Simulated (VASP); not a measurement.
Al, 4 atoms in the cell. It takes space group P6_3/mmc (No. 194, hexagonal). The conventional cell has a = 2.815 Å, b = 2.815 Å, c = 9.094 Å, α = 90.00°, β = 90.00°, γ = 120.00°. Al (site symmetry -3m) has 12 Al at 2.79 to 2.81 Å within 3.7 Å. Within 3.7 Å of Al (site symmetry -6m2) lie 12 Al at 2.79 to 2.81 Å. This isn't the form of Al at room conditions, which is fcc.

| Quantity | Value |
| --- | --- |
| Program | VASP 6.6.1 |
| Task | single point |
| Functional | PBE |
| Dispersion | D3(BJ) |
| Potentials or basis | VASP PAW PBE potentials, release 64 (Al) |
| Cutoff | 520 eV |
| k mesh | 18 × 18 × 6 |
| Occupations | gaussian, width 0.15 eV |
| Spin | no spin polarisation |
| Dipole correction | no |
| Further INCAR settings | ALGO = Normal; EDIFF = 1e-06; NBANDS = 14 |

Potentials or basis: VASP PAW PBE potentials, release 64 (Al).

Run with:

```sh
$ cat potpaw_PBE.64/Al/POTCAR > POTCAR
$ mpirun -np 1 vasp_std > vasp.out
```

Hardware: 1 thread of AMD EPYC 9R45 (Zen 5) (shared host).

Estimate the wall time of this run.

Wall time 56 s on 1 thread of AMD EPYC 9R45 (Zen 5), with other jobs on the host, peak memory 0.21 GiB. Counts: scf iterations 10, k points 148.
